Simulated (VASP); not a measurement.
Write the native input for VASP 6.6.1 that does the following.

- Task: relaxation of cell and atoms
- Functional: RPBE
- Dispersion: D4
- Potentials or basis: VASP PAW PBE potentials, release 64 (Mg, O)
- Cutoff: 600 eV
- k mesh: 11 × 11 × 11
- Occupations: fermi-dirac, width 0.05 eV
- Spin: no spin polarisation
- Dipole correction: no
- Further INCAR settings: ALGO = Normal; EDIFF = 1e-07; IBRION = 2; EDIFFG = -0.01; NSW = 80; ISIF = 3

The structure of MgO lies in POSCAR:

```
MgO
1.0
    0.0000000000      2.0970013927      2.0970013927
    2.0970013927      0.0000000000      2.0970013927
    2.0970013927      2.0970013927      0.0000000000
Mg O
1 1
Direct
    0.0000000000      0.0000000000      0.0000000000
    0.5000000000      0.5000000000      0.5000000000
```

The input as run:

INCAR

```
SYSTEM = MgO
PREC = Accurate
ENCUT = 600
EDIFF = 1E-7
ISMEAR = -1
SIGMA = 0.05
LREAL = .False.
LASPH = .True.
NELM = 60
ALGO = Normal
ISIF = 3
LWAVE = .False.
LCHARG = .False.
GGA = RP
IVDW = 13
IBRION = 2
NSW = 80
EDIFFG = -0.01
```

KPOINTS

```
Automatic mesh
0
Gamma
  11 11 11
  0 0 0
```

Potentials or basis: VASP PAW PBE potentials, release 64 (Mg, O).

Launch:

```bash
$ cat potpaw_PBE.64/Mg/POTCAR potpaw_PBE.64/O/POTCAR > POTCAR
$ mpirun -np 1 vasp_std > vasp.out
```

It gave:

The relaxed volume is 9.40 Å³/atom, the relaxed cell is a = 2.985 Å, b = 2.985 Å, c = 2.985 Å, α = 60.00°, β = 60.00°, γ = 60.00° and the space group after relaxing (to 0.05 Å) is Fm-3m (No. 225). The energy gained by relaxing is 1.7 meV/atom, the ionic steps are 3 and the pressure after relaxing is 0.0 GPa. The band gap on the k mesh is 4.77 eV, direct and the dispersion energy per atom is -0.358 eV.

Caveat: the PAW data sets were made with another functional, which shifts forces and pressure a little.

It took 14 s on 1 thread of Intel(R) Xeon(R) Platinum 8488C (Sapphire Rapids) (shared host), peak memory 0.15 GiB.
